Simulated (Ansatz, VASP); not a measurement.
## NbH: VASP beside Ansatz

INCAR

```
PREC = Accurate
ENCUT = 520
EDIFF = 1E-6
ISMEAR = 1
SIGMA = 0.1
LREAL = False
LASPH = True
NELM = 100
ALGO = Normal
ISIF = 2
LWAVE = False
LCHARG = True
GGA = PS
LELF = True
LVHAR = True
NBANDS = 22
```

KPOINTS

```
regular mesh
0
Gamma
  9 9 6
```

Contents of POSCAR:

```
NbH
1.0
    1.8453700000     -2.3932000000      0.0000000000
    1.8453700000      2.3932000000      0.0000000000
    0.0000000000      0.0000000000      4.8042300000
Nb H
2 2
Direct
    0.7500000000      0.2500000000      0.2688400000
    0.2500000000      0.7500000000      0.7311600000
    0.2500000000      0.2500000000      0.0000000000
    0.7500000000      0.7500000000      0.0000000000
```

Input for Ansatz:

```yaml
crystal:
  lattice:
    - [1.84537, -2.3932, 0.0]
    - [1.84537, 2.3932, 0.0]
    - [0.0, 0.0, 4.80423]
  atoms:
    - { symbol: Nb, position: [0.75, 0.25, 0.26884] }
    - { symbol: Nb, position: [0.25, 0.75, 0.73116] }
    - { symbol: H, position: [0.25, 0.25, 0.0] }
    - { symbol: H, position: [0.75, 0.75, 0.0] }
basis:
  ecutwfc: 510.0
kpoints:
  mp_grid: { grid: [9, 9, 6] }
hamiltonian:
  xc: pbesol
scf:
  occupations: { method: cold, width: 0.1 }
output:
  write_density: true
  stress: true
```

Alike in both runs: task single point; functional PBEsol; k mesh 9 × 9 × 6; no spin polarisation.

```csv
,VASP,Ansatz
version,VASP 6.6.1,Ansatz 0.2.0
potentials or method,"VASP PAW PBE potentials, release 64 (Nb_sv, H), cutoff 520 eV","plane waves, PAW"
occupations,"methfessel-paxton of order 1, width 0.1 eV","cold, width 0.1 eV"
valence electrons in the cell,28,28
```

```tsv
	VASP	Ansatz	Ansatz less VASP
pressure (GPa)	-7.2	-6.8	+0.40
traceless stress, the component that is largest in VASP (GPa)	-1.12	-1.06	+0.062
```

VASP's potentials were made for PBE, not for PBEsol.
